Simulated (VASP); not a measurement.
Input of a VASP 6.6.1 run:

The input INCAR:

```
SYSTEM = SmMg3Al
PREC = Accurate ; ENCUT = 600
EDIFF = 1E-6 ; ISMEAR = 0
SIGMA = 0.1 ; LREAL = .False.
LASPH = .True. ; NELM = 200
ALGO = Normal ; ISIF = 2
LWAVE = .False. ; LCHARG = .False.
GGA = PE ; NBANDS = 18
GGA_COMPAT = .False. ; LMAXMIX = 6
```

KPOINTS

```
Automatic mesh
0
Gamma
  6 6 6
  0 0 0
```

The input POSCAR:

```
SmMg3Al
1.0
    5.9574011945      0.0000000000      0.0000000000
    0.0000000000      5.9574011945      0.0000000000
    0.0000000000      0.0000000000      5.9574011945
Sm Mg Al
1 3 1
Direct
    0.0000000000      0.0000000000      0.0000000000
    0.0000000000      0.0000000000      0.5000000000
    0.5000000000      0.0000000000      0.0000000000
    0.0000000000      0.5000000000      0.0000000000
    0.5000000000      0.5000000000      0.5000000000
```

Potentials or basis: VASP PAW PBE potentials, release 64 (Sm_3, Mg, Al), 4f in core.

Launch:

```bash
$ cat potpaw_PBE.64/Sm_3/POTCAR potpaw_PBE.64/Mg/POTCAR potpaw_PBE.64/Al/POTCAR > POTCAR
$ mpirun -np 1 vasp_std > vasp.out
```

(1) Estimate the pressure.

(2) Estimate the band gap on the k mesh.

## Answers

(1) 0.0 GPa.

(2) zero (bands 10 and 11 overlap by 1.29 eV).

Caveat: spin-orbit coupling is left out, which moves the levels of the heavy elements; the 4f electrons are frozen in the core, so they carry no moment and show no levels.
